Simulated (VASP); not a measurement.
Here is a VASP 6.6.1 calculation.

The input INCAR:

```
SYSTEM = NiO
ALGO = Normal
EDIFF = 1E-6
ENCUT = 520
GGA = RE
ISIF = 2
ISMEAR = -1
ISPIN = 2
IVDW = 12
LASPH = .True.
LCHARG = .False.
LMAXMIX = 4
LORBIT = 11
LREAL = .False.
LWAVE = .False.
MAGMOM = 1 0
NBANDS = 19
NELM = 150
PREC = Accurate
SIGMA = 0.05
```

The input KPOINTS:

```
k-points
0
Gamma
  11 11 11
  0 0 0
```

The input POSCAR:

```
NiO
1.0
    0.0000000000      2.0997159621      2.0997159621
    2.0997159621      0.0000000000      2.0997159621
    2.0997159621      2.0997159621      0.0000000000
Ni O
1 1
Direct
    0.0000000000      0.0000000000      0.0000000000
    0.5000000000      0.5000000000      0.5000000000
```

Potentials or basis: VASP PAW PBE potentials, release 64 (Ni, O).

The run is started by

```console
$ cat potpaw_PBE.64/Ni/POTCAR potpaw_PBE.64/O/POTCAR > POTCAR
$ mpirun -np 1 vasp_std > vasp.out
```

(1) What does it give for the net moment?

(2) Estimate the dispersion energy per atom.

(3) Estimate the site moments.

(4) Estimate the pressure.

## Answers

(1) 1.82 μB per cell.

(2) -0.516 eV.

(3) Ni +1.49; O +0.28 μB.

(4) -0.3 GPa.

Caveat: the PAW data sets were made with another functional, which shifts forces and pressure a little; a cell with one magnetic atom can't hold antiferromagnetic order, which such compounds often take; semilocal functionals often make such compounds metallic where correlation or magnetic order opens a gap, which also shifts bond lengths; pairwise dispersion overbinds metals, which lowers pressure and volume.

**The experiment to reproduce.**

From “Local correlations, non-local screening, multiplets, and band formation in NiO”, 2012, arxiv:1210.6675, for a bulk crystal of NiO: band gap 4.3 eV.

A measured gap of NiO is 4.3 eV (quoted in “Local correlations, non-local screening, multiplets, and band formation in NiO”, 2012, arxiv:1210.6675); the calculated 0.00 eV misses it by -4.30 eV. So large a miss can be the level of theory's own, or it may mean another phase, state or a wrong row. The value is that of revPBE+D3(BJ) on a finite k mesh, which can miss the band edges, without temperature or zero-point motion. Semilocal functionals fall short of measured gaps as a rule. The run's magnetic order (collinear spin, ferromagnetic start) needn't be the measured crystal's.
